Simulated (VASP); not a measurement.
Here is a VASP 6.6.1 calculation.

INCAR

```
  PREC = Accurate
  ENCUT = 520
  EDIFF = 1E-8
  ISMEAR = -1
  SIGMA = 0.03
  LREAL = F
  LASPH = T
  NELM = 100
  ALGO = Normal
  ISIF = 2
  LWAVE = F
  LCHARG = F
  GGA = PS
  LEFG = T
  NBANDS = 22
```

KPOINTS

```
Automatic mesh
0
Gamma
  10 10 10
```

The input POSCAR:

```
Bi
1.0
    2.2653976160      1.3079279234      3.9407758210
   -2.2653976160      1.3079279234      3.9407758210
    0.0000000000     -2.6158558468      3.9407758210
Bi
2
Direct
    0.2338900000      0.2338900000      0.2338900000
    0.7661100000      0.7661100000      0.7661100000
```

Potentials or basis: VASP PAW PBE potentials, release 64 (Bi_d).

Launch:

```console
$ cat potpaw_PBE.64/Bi_d/POTCAR > POTCAR
$ mpirun -np 1 vasp_std > vasp.out
```

Q: What does it give for the largest force?

A: 0.165 eV/Å.

Q: Predict the band gap on the k mesh.

A: Zero (bands 15 and 16 overlap by 0.22 eV).

Q: Predict the pressure.

A: -0.2 GPa.

Forces on the atoms (eV/Å):
```
Bi   0.000  0.000  0.165
Bi   0.000  0.000 -0.165
```

Caveat: without QUAD_EFG the Cq values of the log hold for a quadrupole moment of 1 mb, not for the nuclei; the PAW data sets were made with another functional, which shifts forces and pressure a little; spin-orbit coupling is left out, which moves the levels of the heavy elements.
